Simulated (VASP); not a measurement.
Set up this calculation in VASP 6.6.1, as the native input.

```yaml
Task: relaxation of cell and atoms
Functional: PBE
Potentials_or_basis: VASP PAW PBE potentials, release 64 (Mg, Cd, Se)
Cutoff: 600 eV
k_mesh: 2 × 2 × 2
Occupations: gaussian, width 0.1 eV
Spin: no spin polarisation
Dipole_correction: no
Further_INCAR_settings: ALGO = Normal; EDIFF = 1e-06; IBRION = 2; EDIFFG = -0.025; NSW = 80; ISIF = 3
```

The structure of MgCd3Se4 lies in POSCAR:

```
MgCd3Se4
1.0
    6.2819899038     -0.1093039054     -0.0189910325
   -0.1093039054      6.1825432567     -0.1118266845
   -0.0189910325     -0.1118266845      6.2465932473
Mg Cd Se
1 3 4
Direct
    0.0111064167      0.0316786417     -0.0097268451
   -0.0333732401      0.5028782063      0.5188710741
    0.5639293998     -0.0119506075      0.5122012617
    0.4953151011      0.4985282793      0.0173941039
    0.7044798093      0.7541275190      0.2599143636
    0.7624764293      0.2822824967      0.7312887851
    0.2570756983      0.7512365908      0.7284417003
    0.2389903856      0.1912188737      0.2416155563
```

One way to write it, as run:

INCAR

```
SYSTEM = MgCd3Se4
ALGO = Normal
EDIFF = 1E-6
EDIFFG = -0.025
ENCUT = 600
GGA = PE
IBRION = 2
ISIF = 3
ISMEAR = 0
LASPH = .True.
LCHARG = .False.
LREAL = .False.
LWAVE = .False.
NELM = 100
NSW = 80
PREC = Accurate
SIGMA = 0.1
```

KPOINTS

```
k-points
0
Gamma
  2 2 2
  0 0 0
```

Potentials or basis: VASP PAW PBE potentials, release 64 (Mg, Cd, Se).

Run with:

```sh
$ cat potpaw_PBE.64/Mg/POTCAR potpaw_PBE.64/Cd/POTCAR potpaw_PBE.64/Se/POTCAR > POTCAR
$ mpirun -np 1 vasp_std > vasp.out
```

Results of the run:

The relaxed volume is 29.15 Å³/atom. The relaxed cell is a = 6.156 Å, b = 6.156 Å, c = 6.153 Å, α = 89.96°, β = 90.02°, γ = 89.99° and the space group after relaxing (to 0.05 Å) is P-43m (No. 215). The energy gained by relaxing is 289.3 meV/atom. The ionic steps are 23 and the pressure after relaxing is 0.0 GPa. The largest force after relaxing is 0.023 eV/Å and the band gap on the k mesh is 0.96 eV, direct.

Caveat: the k points lie up to 0.51 Å⁻¹ apart in the final cell.

Wall time 11 min on 1 thread of Intel(R) Xeon(R) 6975P-C (Granite Rapids) (shared host), peak memory 0.41 GiB.
